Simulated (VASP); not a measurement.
Here is a VASP 6.6.1 calculation.

File POSCAR:

```
V
1.0
   -1.4940064561      1.4940064561      1.4940064561
    1.4940064561     -1.4940064561      1.4940064561
    1.4940064561      1.4940064561     -1.4940064561
V
1
Direct
    0.0000000000      0.0000000000      0.0000000000
```

INCAR.step1

```
PREC = Accurate ; ENCUT = 520
ISMEAR = -1 ; SIGMA = 0.15
LREAL = F ; LASPH = T
NELM = 60 ; NBANDS = 12
GGA = PE ; ALGO = Normal
EDIFF = 1E-4 ; LWAVE = T
LCHARG = F
```

File INCAR.step2:

```
PREC = Accurate ; ENCUT = 520
EDIFF = 1E-6 ; ISMEAR = -1
SIGMA = 0.15 ; LREAL = F
LASPH = T ; NELM = 60
ALGO = Normal ; ISIF = 2
LWAVE = F ; LCHARG = F
METAGGA = R2SCAN ; LMIXTAU = T
NBANDS = 12 ; ISTART = 1
```

File KPOINTS:

```
Automatic mesh
0
Gamma
  20 20 20
```

Potentials or basis: VASP PAW PBE potentials, release 64 (V_sv).

Launch:

```bash
$ cat potpaw_PBE.64/V_sv/POTCAR > POTCAR
$ cp INCAR.step1 INCAR
$ mpirun -np 1 vasp_std > vasp.out
$ cp INCAR.step2 INCAR
$ mpirun -np 1 vasp_std > vasp.out
```

Task: What does it give for the pressure?

Result: 0.3 GPa.

Caveat: the PAW data sets were made with another functional, which shifts forces and pressure a little.
